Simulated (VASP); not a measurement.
Set up this calculation in VASP 6.6.1, as the native input.

```
Task                   : single point
Functional             : PBE
Dispersion             : D3(BJ)
Potentials or basis    : VASP PAW PBE potentials, release 64 (Sr_sv, O)
Cutoff                 : 520 eV
k mesh                 : 8 × 8 × 8
Occupations            : gaussian, width 0.05 eV
Spin                   : no spin polarisation
Dipole correction      : no
Further INCAR settings : ALGO = Normal; EDIFF = 1e-06; NBANDS = 15
```

The structure of SrO lies in POSCAR:

```
SrO
1.0
    0.0000000000      2.5697984671      2.5697984671
    2.5697984671      0.0000000000      2.5697984671
    2.5697984671      2.5697984671      0.0000000000
Sr O
1 1
Direct
    0.5000000000      0.5000000000      0.5000000000
    0.0000000000      0.0000000000      0.0000000000
```

These files were run (other wordings do the same):

INCAR

```
PREC = Accurate ; ENCUT = 520
EDIFF = 1E-6 ; ISMEAR = 0
SIGMA = 0.05 ; LREAL = F
LASPH = T ; NELM = 60
ALGO = Normal ; ISIF = 2
LWAVE = F ; LCHARG = F
GGA = PE ; IVDW = 12
NBANDS = 15
```

KPOINTS

```
Automatic mesh
0
Gamma
  8 8 8
```

Potentials or basis: VASP PAW PBE potentials, release 64 (Sr_sv, O).

Launch:

```bash
$ cat potpaw_PBE.64/Sr_sv/POTCAR potpaw_PBE.64/O/POTCAR > POTCAR
$ mpirun -np 1 vasp_std > vasp.out
```

Results of the run:

| Item | Value |
| --- | --- |
| Pressure | 1.1 GPa |
| Band gap on the k mesh | 3.26 eV, indirect (least direct gap 3.35 eV) |
| Dispersion energy per atom | -0.246 eV |

Caveat: three body term missing.

It took 18 s on 1 thread of AMD EPYC 7R43 64-Core Processor (Zen 3), with other jobs on the host, peak memory 0.14 GiB.
